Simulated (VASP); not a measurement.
# Ta2AlN2 (P-4m2) in VASP: single point with PBE

Aim: the single point of Ta2AlN2 with PBE.

Everything below comes from runs of VASP 6.6.1. Logs are shortened: lines on timing, memory, paths and dates and some standing lists are left out, and cuts for length are marked.

## (1) The cell of the first run

Symmetry: P-4m2, No. 115, tetragonal system. Conventional cell: a = 3.759 Å, b = 3.759 Å, c = 6.170 Å, α = 90.00°, β = 90.00°, γ = 90.00°. Ta (site symmetry 2mm) has 4 N at 1.98 to 2.60 Å within 2.6 Å. Within 2.5 Å of Al (site symmetry -4m2) lie 2 N at 1.87 Å. Within 2.6 Å of N (site symmetry 2mm) lie 1 Al at 1.87 Å and 4 Ta at 1.98 to 2.60 Å and 1 N at 2.43 Å.

The cell was generated, and may not be a known phase.

## (2) Single point, PBE

Input file INCAR:

```
PREC = Accurate ; ENCUT = 700
EDIFF = 1E-6 ; ISMEAR = 0
SIGMA = 0.1 ; LREAL = False
LASPH = True ; NELM = 120
ALGO = Normal ; ISIF = 2
LWAVE = False ; LCHARG = True
GGA = PE ; LELF = True
LVHAR = True ; NBANDS = 28
GGA_COMPAT = False
```

Input file KPOINTS:

```
regular mesh
0
Gamma
  4 4 4
```

Input file POSCAR:

```
Ta2AlN2
1.0
    3.7589834323      0.0000000000      0.0000000000
    0.0000000000      3.7589834323      0.0000000000
    0.0000000000      0.0000000000      6.1696358423
Ta Al N
2 1 2
Direct
    0.0000000000      0.5000000000      0.9054529357
    0.5000000000      0.0000000000      0.0945470643
    0.0000000000      0.0000000000      0.5000000000
    0.0000000000      0.0000000000      0.1965351497
    0.0000000000      0.0000000000      0.8034648503
```

Potentials or basis: VASP PAW PBE potentials, release 64 (Ta_sv_GW, Al, N).

Launch:

```console
> cat potpaw_PBE.64/Ta_sv_GW/POTCAR potpaw_PBE.64/Al/POTCAR potpaw_PBE.64/N/POTCAR > POTCAR
> mpirun -np 1 vasp_std > vasp.out
```

OUTCAR:

```text
PREC = Accurate
   ENCUT = 700
   EDIFF = 1E-6
   ISMEAR = 0
   LREAL = False
   LASPH = True
   NELM = 120
   ISIF = 2
   GGA = PE

 ion  position               nearest neighbor table
   1  0.000  0.500  0.905-   5 1.98   5 1.98   2 2.90   2 2.90   2 2.90   2 2.90   3 3.13   3 3.13

   2  0.500  0.000  0.095-   4 1.98   4 1.98   1 2.90   1 2.90   1 2.90   1 2.90   3 3.13   3 3.13

   3  0.000  0.000  0.500-   4 1.87   5 1.87   1 3.13   2 3.13   1 3.13   2 3.13
   4  0.000  0.000  0.197-   3 1.87   2 1.98   2 1.98
   5  0.000  0.000  0.803-   3 1.87   1 1.98   1 1.98

  LATTYP: Found a simple tetragonal cell.
 ALAT       =     3.7589834323
 C/A-ratio  =     1.6413043456

  Lattice vectors:

 A1 = (   3.7589834323,   0.0000000000,   0.0000000000)
 A2 = (   0.0000000000,   3.7589834323,   0.0000000000)
 A3 = (   0.0000000000,   0.0000000000,   6.1696358423)

Analysis of symmetry for initial positions (statically):
=====================================================================
 Subroutine PRICEL returns:
 Original cell was already a primitive cell.

 Routine SETGRP: Setting up the symmetry group for a
 simple tetragonal supercell.

 Subroutine GETGRP returns: Found  8 space group operations
 (whereof  8 operations were pure point group operations)
 out of a pool of 16 trial point group operations.

The static configuration has the point symmetry D_2d.

Analysis of symmetry for dynamics (positions and initial velocities):
=====================================================================
 Subroutine PRICEL returns:
 Original cell was already a primitive cell.

 Routine SETGRP: Setting up the symmetry group for a
 simple tetragonal supercell.

 Subroutine GETGRP returns: Found  8 space group operations
 (whereof  8 operations were pure point group operations)
 out of a pool of 16 trial point group operations.

The dynamic configuration has the point symmetry D_2d.

 Subroutine INISYM returns: Found  8 space group operations
 (whereof  8 operations are pure point group operations),
 and found     1 'primitive' translations

----------------------------------------------------------------------------------------

                                     Primitive cell

  volume of cell :      87.1767

  direct lattice vectors                    reciprocal lattice vectors
     3.758983432  0.000000000  0.000000000     0.266029372  0.000000000  0.000000000
     0.000000000  3.758983432  0.000000000     0.000000000  0.266029372  0.000000000
     0.000000000  0.000000000  6.169635842     0.000000000  0.000000000  0.162084121

  length of vectors
     3.758983432  3.758983432  6.169635842     0.266029372  0.266029372  0.162084121

  position of ions in fractional coordinates (direct lattice)
     0.000000000  0.500000000  0.905452936
     0.500000000  0.000000000  0.094547064
     0.000000000  0.000000000  0.500000000
     0.000000000  0.000000000  0.196535150
     0.000000000  0.000000000  0.803464850

  ion indices of the primitive-cell ions
   primitive index   ion index
                 1           1
                 2           2
                 3           3
                 4           4
                 5           5

----------------------------------------------------------------------------------------

 KPOINTS: regular mesh

Automatic generation of k-mesh.
 Grid dimensions read from file:
 generate k-points for:    4    4    4

 Generating k-lattice:

  Cartesian coordinates                     Fractional coordinates (reciprocal lattice)
     0.066507343  0.000000000  0.000000000     0.250000000  0.000000000  0.000000000
     0.000000000  0.066507343  0.000000000     0.000000000  0.250000000  0.000000000
     0.000000000  0.000000000  0.040521030     0.000000000  0.000000000  0.250000000

  Length of vectors
     0.066507343  0.066507343  0.040521030

  Shift w.r.t. Gamma in fractional coordinates (k-lattice)
     0.000000000  0.000000000  0.000000000

 Subroutine IBZKPT returns following result:
 ===========================================

 Found     18 irreducible k-points:

 Following reciprocal coordinates:
            Coordinates               Weight
  0.000000  0.000000  0.000000      1.000000
  0.250000  0.000000  0.000000      4.000000
  0.500000  0.000000  0.000000      2.000000
  0.250000  0.250000  0.000000      4.000000
  0.500000  0.250000  0.000000      4.000000
  0.500000  0.500000  0.000000      1.000000
[... 10 lines left out ...]
  0.500000  0.250000  0.500000      4.000000
  0.500000  0.500000  0.500000      1.000000
   k-points           NKPTS =     18   k-points in BZ     NKDIM =     18   number of bands    NBANDS=     28
   number of dos      NEDOS =    301   number of ions     NIONS =      5
   total plane-waves  NPLWV =  55296
   dimension x,y,z NGX =    32 NGY =   32 NGZ =   54
   dimension x,y,z NGXF=    64 NGYF=   64 NGZF=  108
   ions per type =               2   1   2
   NGX,Y,Z   is equivalent  to a cutoff of  14.15, 14.15, 14.55 a.u.
   NGXF,Y,Z  is equivalent  to a cutoff of  28.30, 28.30, 29.10 a.u.
 SYSTEM =  unknown system
   PREC   = accura    normal or accurate (medium, high low for compatibility)
   ISTART =      0    job   : 0-new  1-cont  2-samecut
   ICHARG =      2    charge: 1-file 2-atom 10-const
   ISPIN  =      1    spin polarized calculation?
   LNONCOLLINEAR =      F non collinear calculations
   LSORBIT =      F    spin-orbit coupling
   LASPH  =      T    aspherical Exc in radial PAW
   ENCUT  =  700.0 eV  51.45 Ry    7.17 a.u.   8.11  8.11 13.31*2*pi/ulx,y,z
   NELM   =    120;   NELMIN=  2; NELMDL= -5     # of ELM steps
   EDIFF  = 0.1E-05   stopping-criterion for ELM
   LREAL  =      F    real-space projection
[... 7 lines left out ...]
   TEBEG  =    0.0;   TEEND  =   0.0 temperature during run
   PSTRESS=    0.0 pullay stress
   NELECT =      39.0000    total number of electrons
   NUPDOWN=      -1.0000    fix difference up-down
   EMIN   =  10.00;   EMAX   =-10.00  energy-range for DOS
   EFERMI =   0.00;   METHOD = LEGACY
   ISMEAR =     0;   SIGMA  =   0.10  broadening in eV -4-tet -1-fermi 0-gaus
   EFERMI_NEDOS =   21; number of points for ismear=-14 and -15
   IALGO  =     38    algorithm
   IMIX   =      4    mixing-type and parameters
     AMIX     =   0.40;   BMIX     =  1.00
     AMIX_MAG =   1.60;   BMIX_MAG =  1.00
  volume/ion in A,a.u.               =      17.44       117.66
  Fermi-wavevector in a.u.,A,eV,Ry     =   1.252073  2.366075 21.329667  1.567686
  Thomas-Fermi vector in A             =   2.385990
   LORBIT       =      0    0 simple, 1 ext, 2 COOP (PROOUT), +10 PAW based schemes
   GGA     = PE    functional components
   LHFCALC =     F    Hartree Fock is set to
   AEXX    =    0.0000 exact exchange contribution
   IVDW    =     0    specifies the selected vdW correction
   LEPSILON=     F    determine dielectric tensor
   LRPA    =     F    only Hartree local field effects (RPA)
 non-spin polarized calculation
 Gauss-broadening in eV      SIGMA  =   0.10
  energy-cutoff  :      700.00
  volume of cell :       87.18
 maximum number of plane-waves:      3712
   NGX = 17   NGY = 17   NGZ = 27

 number of electron      39.0000004 magnetization

 Free energy of the ion-electron system (eV)
  ---------------------------------------------------
  ext. energy  EPLUGINS =         0.00000000
  ---------------------------------------------------
  free energy    TOTEN  =       -48.65060552 eV

  energy without entropy =      -48.63113167  energy(sigma->0) =      -48.64086859

 E-fermi :   6.5957     XC(G=0): -10.4473

 val. band max:        6.5680360945   @ k =   0.2500   0.2500   0.5000
 cond. band min:       6.5970895608   @ k =   0.2500   0.0000   0.2500
 fundamental gap:      0.0290534663
 Fermi energy:         6.5957199661

 k-point     1 :       0.0000    0.0000    0.0000
  band No.  band energies     occupation
      1     -61.9516      2.00000
      2     -61.8678      2.00000
      3     -28.6555      2.00000
      4     -28.6555      2.00000
      5     -28.5340      2.00000
      6     -28.4612      2.00000
[... 20 lines left out ...]
     27      11.4116      0.00000
     28      12.1986      0.00000

 k-point     2 :       0.2500    0.0000    0.0000
  band No.  band energies     occupation
      1     -61.9387      2.00000
      2     -61.8795      2.00000
      3     -28.7373      2.00000
      4     -28.5957      2.00000
      5     -28.5631      2.00000
      6     -28.3890      2.00000
[... 20 lines left out ...]
     27      11.0044      0.00000
     28      11.6263      0.00000

 k-point     3 :       0.5000    0.0000    0.0000
  band No.  band energies     occupation
      1     -61.9088      2.00000
      2     -61.9081      2.00000
      3     -28.7893      2.00000
      4     -28.6038      2.00000
      5     -28.5129      2.00000
      6     -28.3424      2.00000
[... 20 lines left out ...]
     27      10.5539      0.00000
     28      11.7105      0.00000

 k-point     4 :       0.2500    0.2500    0.0000
  band No.  band energies     occupation
      1     -61.9294      2.00000
      2     -61.8875      2.00000
      3     -28.8136      2.00000
      4     -28.5959      2.00000
      5     -28.5670      2.00000
      6     -28.3186      2.00000
[... 392 lines left out ...]
     27      10.5570      0.00000
     28      11.1419      0.00000

 k-point    17 :       0.5000    0.2500    0.5000
  band No.  band energies     occupation
      1     -61.9080      2.00000
      2     -61.9076      2.00000
      3     -28.8951      2.00000
      4     -28.5932      2.00000
      5     -28.5176      2.00000
      6     -28.3976      2.00000
[... 20 lines left out ...]
     27      10.5175      0.00000
     28      11.4248      0.00000

 k-point    18 :       0.5000    0.5000    0.5000
  band No.  band energies     occupation
      1     -61.9071      2.00000
      2     -61.9071      2.00000
      3     -28.9957      2.00000
      4     -28.5830      2.00000
      5     -28.4851      2.00000
      6     -28.4851      2.00000
[... 20 lines left out ...]
     27      10.3461      0.00000
     28      10.9453      0.00000

------------------------ aborting loop because EDIFF is reached ----------------------------------------

  FORCE on cell =-STRESS in cart. coord.  units (eV):
  Direction    XX          YY          ZZ          XY          YZ          ZX
  --------------------------------------------------------------------------------------
  -------------------------------------------------------------------------------------
  Total       -0.0207929     -0.0207929     -0.0268874      0.0000000      0.0000000      0.0000000
  in kB       -0.3821433     -0.3821433     -0.4941507      0.0000000      0.0000000      0.0000000
  external PRESSURE =      -0.4194791 kB  Pullay stress =       0.0000000 kB

 VOLUME and BASIS-vectors are now :
 -----------------------------------------------------------------------------
  energy-cutoff  :      700.00
  volume of cell :       87.18
      direct lattice vectors                 reciprocal lattice vectors
     3.758983432  0.000000000  0.000000000     0.266029372  0.000000000  0.000000000
     0.000000000  3.758983432  0.000000000     0.000000000  0.266029372  0.000000000
     0.000000000  0.000000000  6.169635842     0.000000000  0.000000000  0.162084121

 POSITION                                       TOTAL-FORCE (eV/Angst)
 -----------------------------------------------------------------------------------
      0.00000      1.87949      5.58631         0.000000      0.000000      0.025496
      1.87949      0.00000      0.58332        -0.000000      0.000000     -0.025496
      0.00000      0.00000      3.08482         0.000000      0.000000      0.000000
      0.00000      0.00000      1.21255         0.000000      0.000000      0.025946
      0.00000      0.00000      4.95709         0.000000      0.000000     -0.025946
 -----------------------------------------------------------------------------------
    total drift:                                0.000000      0.000000      0.000000

  FREE ENERGIE OF THE ION-ELECTRON SYSTEM (eV)
  ---------------------------------------------------
  free  energy   TOTEN  =       -48.6506055164 eV

  energy  without entropy=      -48.6311316655  energy(sigma->0) =      -48.64086859
```

Wall time 1.7 min (1 thread of Intel Xeon 6975P-C (Granite Rapids), shared host); peak memory 0.26 GiB.

What came out:

```yaml
Free_energy: -48.6506 eV
Pressure: 0.0 GPa
Largest_force: 0.026 eV/Å
Band_gap_on_the_k_mesh: zero (an odd number of electrons rules out a gap without spin polarisation)
```

Forces in eV/Å, atoms in the order of the input:
```
Ta   0.000  0.000  0.025
Ta   0.000  0.000 -0.025
Al   0.000  0.000  0.000
N    0.000  0.000  0.026
N    0.000  0.000 -0.026
```

Caveat: the k points lie up to 0.42 Å⁻¹ apart, too coarse for converged energies and pressures of a metal; spin-orbit coupling is left out, which moves the levels of the heavy elements.

The gap in the log of VASP goes by the Fermi energy; the results here count the filled bands.